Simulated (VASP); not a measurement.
# Ge (Fd-3m) in VASP: notebook

The runs below take Ge through single point, with PBEsol.

Program: VASP 6.6.1. These are calculated values, not measurements. Logs are shortened: lines on timing, memory, paths and dates and some standing lists are left out, and cuts for length are marked.

### Step 1. The cell of the first run

It takes space group Fd-3m (No. 227, cubic). Conventional cell: a = 5.581 Å, b = 5.581 Å, c = 5.581 Å, α = 90.00°, β = 90.00°, γ = 90.00°. Ge (site symmetry -43m) has 4 Ge at 2.42 Å within 3.2 Å.

### Step 2. Single point, PBEsol (21.73 Å³/atom)

File INCAR:

```
SYSTEM = Ge
PREC = Accurate ; ENCUT = 520
EDIFF = 1E-6 ; ISMEAR = -1
SIGMA = 0.05 ; LREAL = .False.
LASPH = .True. ; NELM = 60
ALGO = Normal ; ISIF = 2
LWAVE = .False. ; LCHARG = .False.
GGA = PS ; NBANDS = 21
```

File KPOINTS:

```
regular mesh
0
Gamma
  11 11 11
  0 0 0
```

File POSCAR:

```
Ge
1.0
    0.0000000000      2.7905386918      2.7905386918
    2.7905386918      0.0000000000      2.7905386918
    2.7905386918      2.7905386918      0.0000000000
Ge
2
Direct
    0.5000000000      0.5000000000      0.5000000000
    0.7500000000      0.7500000000      0.7500000000
```

Potentials or basis: VASP PAW PBE potentials, release 64 (Ge_d).

The run is started by

```bash
cat potpaw_PBE.64/Ge_d/POTCAR > POTCAR
mpirun -np 1 vasp_std > vasp.out
```

OUTCAR:

```text
SYSTEM = Ge
   PREC = Accurate
   ENCUT = 520
   EDIFF = 1E-6
   ISMEAR = -1
   LREAL = .False.
   LASPH = .True.
   NELM = 60
   ISIF = 2
   GGA = PS

 ion  position               nearest neighbor table
   1  0.500  0.500  0.500-   2 2.42   2 2.42   2 2.42   2 2.42
   2  0.750  0.750  0.750-   1 2.42   1 2.42   1 2.42   1 2.42

  LATTYP: Found a face centered cubic cell.
 ALAT       =     5.5810773836

  Lattice vectors:

 A1 = (   0.0000000000,   2.7905386918,   2.7905386918)
 A2 = (   2.7905386918,   0.0000000000,   2.7905386918)
 A3 = (   2.7905386918,   2.7905386918,   0.0000000000)

Analysis of symmetry for initial positions (statically):
=====================================================================
 Subroutine PRICEL returns:
 Original cell was already a primitive cell.

 Routine SETGRP: Setting up the symmetry group for a
 face centered cubic supercell.

 Subroutine GETGRP returns: Found 48 space group operations
 (whereof 24 operations were pure point group operations)
 out of a pool of 48 trial point group operations.

The static configuration has the point symmetry T_d .
 The point group associated with its full space group is O_h .

Analysis of symmetry for dynamics (positions and initial velocities):
=====================================================================
 Subroutine PRICEL returns:
 Original cell was already a primitive cell.

 Routine SETGRP: Setting up the symmetry group for a
 face centered cubic supercell.

 Subroutine GETGRP returns: Found 48 space group operations
 (whereof 24 operations were pure point group operations)
 out of a pool of 48 trial point group operations.

The dynamic configuration has the point symmetry T_d .
 The point group associated with its full space group is O_h .

 Subroutine INISYM returns: Found 48 space group operations
 (whereof 24 operations are pure point group operations),
 and found     1 'primitive' translations

----------------------------------------------------------------------------------------

                                     Primitive cell

  volume of cell :      43.4604

  direct lattice vectors                    reciprocal lattice vectors
     0.000000000  2.790538692  2.790538692    -0.179176874  0.179176874  0.179176874
     2.790538692  0.000000000  2.790538692     0.179176874 -0.179176874  0.179176874
     2.790538692  2.790538692  0.000000000     0.179176874  0.179176874 -0.179176874
[... 80 lines left out ...]
   LSORBIT =      F    spin-orbit coupling
   LASPH  =      T    aspherical Exc in radial PAW
   ENCUT  =  520.0 eV  38.22 Ry    6.18 a.u.   7.34  7.34  7.34*2*pi/ulx,y,z
   NELM   =     60;   NELMIN=  2; NELMDL= -5     # of ELM steps
   EDIFF  = 0.1E-05   stopping-criterion for ELM
   LREAL  =      F    real-space projection
   EDIFFG = 0.1E-04   stopping-criterion for IOM
   NSW    =      0    number of steps for IOM
   IBRION =     -1    ionic relax: 0-MD 1-quasi-New 2-CG
   NFREE  =      0    steps in history (QN), initial steepest desc. (CG)
   ISIF   =      2    stress and relaxation
   ISYM   =      2    0-nonsym 1-usesym 2-fastsym
   POTIM  = 0.5000    time-step for ionic-motion
   TEBEG  =    0.0;   TEEND  =   0.0 temperature during run
   PSTRESS=    0.0 pullay stress
   NELECT =      28.0000    total number of electrons
   NUPDOWN=      -1.0000    fix difference up-down
   EMIN   =  10.00;   EMAX   =-10.00  energy-range for DOS
   EFERMI =   0.00;   METHOD = LEGACY
   ISMEAR =    -1;   SIGMA  =   0.05  broadening in eV -4-tet -1-fermi 0-gaus
   EFERMI_NEDOS =   21; number of points for ismear=-14 and -15
   IALGO  =     38    algorithm
   IMIX   =      4    mixing-type and parameters
     AMIX     =   0.40;   BMIX     =  1.00
     AMIX_MAG =   1.60;   BMIX_MAG =  1.00
  volume/ion in A,a.u.               =      21.73       146.64
  Fermi-wavevector in a.u.,A,eV,Ry     =   1.413935  2.671950 27.200935  1.999212
  Thomas-Fermi vector in A             =   2.535529
   LORBIT       =      0    0 simple, 1 ext, 2 COOP (PROOUT), +10 PAW based schemes
   GGA     = PS    functional components
   LHFCALC =     F    Hartree Fock is set to
   AEXX    =    0.0000 exact exchange contribution
   IVDW    =     0    specifies the selected vdW correction
   LEPSILON=     F    determine dielectric tensor
   LRPA    =     F    only Hartree local field effects (RPA)
 non-spin polarized calculation
  energy-cutoff  :      520.00
  volume of cell :       43.46
 maximum number of plane-waves:      1211
 NGX is ok and might be reduce to    30
   NGX = 15   NGY = 15   NGZ = 15

 number of electron      28.0000021 magnetization

 Free energy of the ion-electron system (eV)
  ---------------------------------------------------
  ext. energy  EPLUGINS =         0.00000000
  ---------------------------------------------------
  free energy    TOTEN  =        -9.84812365 eV

  energy without entropy =       -9.84790212  energy(sigma->0) =       -9.84801288

 E-fermi :   5.3783     XC(G=0): -10.3245

 val. band max:        5.2689647607   @ k =   0.0000   0.0000   0.0000
 cond. band min:       5.5376509835   @ k =   0.4545   0.0000   0.0000
 fundamental gap:      0.2686862227
 Fermi energy:         5.3783298119

 k-point     1 :       0.0000    0.0000    0.0000
  band No.  band energies     occupation
      1     -19.5568      2.00000
      2     -19.5568      2.00000
      3     -19.5568      2.00000
      4     -19.5169      2.00000
      5     -19.5169      2.00000
      6     -19.2814      2.00000
[... 565 lines left out ...]
     20      14.9603      0.00000
     21      15.2646      0.00000

 [... further k-points ...]

------------------------ aborting loop because EDIFF is reached ----------------------------------------

  FORCE on cell =-STRESS in cart. coord.  units (eV):
  Direction    XX          YY          ZZ          XY          YZ          ZX
  --------------------------------------------------------------------------------------
  -------------------------------------------------------------------------------------
  Total        1.0094456      1.0094456      1.0094456     -0.0000000      0.0000000     -0.0000000
  in kB       37.2134007     37.2134007     37.2134007     -0.0000000      0.0000000     -0.0000000
  external PRESSURE =      37.2134007 kB  Pullay stress =       0.0000000 kB

 VOLUME and BASIS-vectors are now :
 -----------------------------------------------------------------------------
  energy-cutoff  :      520.00
  volume of cell :       43.46
      direct lattice vectors                 reciprocal lattice vectors
     0.000000000  2.790538692  2.790538692    -0.179176874  0.179176874  0.179176874
     2.790538692  0.000000000  2.790538692     0.179176874 -0.179176874  0.179176874
     2.790538692  2.790538692  0.000000000     0.179176874  0.179176874 -0.179176874

 POSITION                                       TOTAL-FORCE (eV/Angst)
 -----------------------------------------------------------------------------------
      2.79054      2.79054      2.79054        -0.000000      0.000000      0.000000
      4.18581      4.18581      4.18581         0.000000     -0.000000     -0.000000
 -----------------------------------------------------------------------------------
    total drift:                                0.000000     -0.000000     -0.000000

  FREE ENERGIE OF THE ION-ELECTRON SYSTEM (eV)
  ---------------------------------------------------
  free  energy   TOTEN  =        -9.8481236481 eV

  energy  without entropy=       -9.8479021156  energy(sigma->0) =       -9.84801288
```

OSZICAR:

```text
N       E                     dE             d eps       ncg     rms          rms(c)
DAV:   1     0.189965530510E+03    0.18997E+03   -0.14620E+04  2664   0.369E+03
DAV:   2     0.174918417161E+02   -0.17247E+03   -0.16694E+03  2357   0.620E+02
DAV:   3    -0.910502495015E+01   -0.26597E+02   -0.26442E+02  2642   0.142E+02
DAV:   4    -0.100045746031E+02   -0.89955E+00   -0.89906E+00  2697   0.308E+01
DAV:   5    -0.100193550649E+02   -0.14780E-01   -0.14780E-01  2617   0.435E+00    0.345E+00
DAV:   6    -0.990234871177E+01    0.11701E+00   -0.39167E-02  3146   0.224E+00    0.196E+00
DAV:   7    -0.984692654263E+01    0.55422E-01   -0.65668E-02  2541   0.246E+00    0.161E-01
DAV:   8    -0.984802275059E+01   -0.10962E-02   -0.72284E-03  2734   0.115E+00    0.511E-02
DAV:   9    -0.984811074580E+01   -0.87995E-04   -0.22039E-04  2761   0.210E-01    0.111E-02
DAV:  10    -0.984812298256E+01   -0.12237E-04   -0.17758E-05  3049   0.367E-02    0.551E-03
DAV:  11    -0.984812408371E+01   -0.11012E-05   -0.46580E-06  3051   0.350E-02    0.143E-03
DAV:  12    -0.984812364813E+01    0.43558E-06   -0.75768E-07  1511   0.182E-02
   1 F= -.98481236E+01 E0= -.98480129E+01  d E =-.221533E-03
```

Run time: 67 s. Hardware: 1 thread of Intel Xeon 8259CL, shared host; peak memory 0.19 GiB.

What came out:

| Item | Value |
| --- | --- |
| Free energy | -9.8481 eV |
| Pressure | 3.7 GPa |
| Band gap on the k mesh | 0.27 eV (least direct gap 0.37 eV) |

Caveat: the cell stands under pressure; the PAW data sets were made with another functional, which shifts forces and pressure a little; an odd mesh through Γ misses points on the zone boundary, where band edges can lie.

### Step 3. Single point, PBEsol (22.18 Å³/atom)

This run uses another cell than the first one, of 22.18 Å³/atom.

File INCAR:

```
ALGO = Normal
EDIFF = 1E-6
ENCUT = 520
GGA = PS
ISIF = 2
ISMEAR = -1
LASPH = T
LCHARG = F
LREAL = F
LWAVE = F
NBANDS = 21
NELM = 60
PREC = Accurate
SIGMA = 0.05
```

File KPOINTS:

```
k-points
0
Gamma
  11 11 11
```

File POSCAR:

```
Ge
1.0
    0.0000000000      2.8097843944      2.8097843944
    2.8097843944      0.0000000000      2.8097843944
    2.8097843944      2.8097843944      0.0000000000
Ge
2
Direct
    0.5000000000      0.5000000000      0.5000000000
    0.7500000000      0.7500000000      0.7500000000
```

Potentials or basis: VASP PAW PBE potentials, release 64 (Ge_d).

The run is started by

```bash
cat potpaw_PBE.64/Ge_d/POTCAR > POTCAR
mpirun -np 1 vasp_std > vasp.out
```

Run time: 72 s. Hardware: 1 thread of Intel Xeon 8259CL, shared host; peak memory 0.19 GiB.

The run converged. Its results:

```yaml
Free_energy: -9.8646 eV
Pressure: 2.0 GPa
Band_gap_on_the_k_mesh: 0.18 eV
```

Levels at points of the mesh, in eV from the valence-band top:
```tsv
k point	band 12	band 13	band 14	band 15	band 16	band 17
(0.00, 0.00, 0.00)	0.00	0.00	0.00	0.18	2.54	2.54
```

Caveat: the PAW data sets were made with another functional, which shifts forces and pressure a little; an odd mesh through Γ misses points on the zone boundary, where band edges can lie.

### Step 4. Single point, PBEsol (22.41 Å³/atom)

This run uses another cell than the first one, of 22.41 Å³/atom.

File INCAR:

```
PREC = Accurate ; ENCUT = 520
EDIFF = 1E-7 ; ISMEAR = -1
SIGMA = 0.05 ; LREAL = False
LASPH = True ; NELM = 100
ALGO = Normal ; ISIF = 2
LWAVE = False ; LCHARG = False
GGA = PS ; NBANDS = 21
```

File KPOINTS:

```
regular mesh
0
Gamma
  11 11 11
```

File POSCAR:

```
Ge
1.0
    0.0000000000      2.8193091601      2.8193091601
    2.8193091601      0.0000000000      2.8193091601
    2.8193091601      2.8193091601      0.0000000000
Ge
2
Direct
    0.5000000000      0.5000000000      0.5000000000
    0.7500000000      0.7500000000      0.7500000000
```

The run is started by

```bash
cat potpaw_PBE.64/Ge_d/POTCAR > POTCAR
mpirun -np 1 vasp_std > vasp.out
```

Wall time 84 s (1 thread of Intel Xeon 8259CL, shared host); peak memory 0.19 GiB.

The run converged. Its results:

```
Free energy            : -9.8695 eV
Pressure               : 1.3 GPa
Band gap on the k mesh : 0.09 eV
```

Levels at points of the mesh, in eV from the valence-band top:
```tsv
k point	band 12	band 13	band 14	band 15	band 16	band 17
(0.00, 0.00, 0.00)	0.00	0.00	0.00	0.09	2.54	2.54
```

Caveat: the PAW data sets were made with another functional, which shifts forces and pressure a little; an odd mesh through Γ misses points on the zone boundary, where band edges can lie.

### Step 5. Summary

| cell | gap on the mesh (eV) | pressure (GPa) |
| --- | --- | --- |
| a = 3.946 Å, angles 60.0°, 2 atoms | 0.27 | 3.7 |
| a = 3.974 Å, angles 60.0°, 2 atoms | 0.18 | 2.0 |
| a = 3.987 Å, angles 60.0°, 2 atoms | 0.09 | 1.3 |

Alike in all rows: task single point; level PBEsol; potentials or basis VASP PAW PBE potentials, release 64 (Ge_d); no spin polarisation; k mesh 11 × 11 × 11; cutoff (eV) 520; smearing fermi-dirac 0.05 eV.

Caveats: the PAW data sets were made with another functional, which shifts forces and pressure a little; an odd mesh through Γ misses points on the zone boundary, where band edges can lie; the cell stands under pressure (at least some runs).

Absolute energies hang on the potentials; compare differences alone.
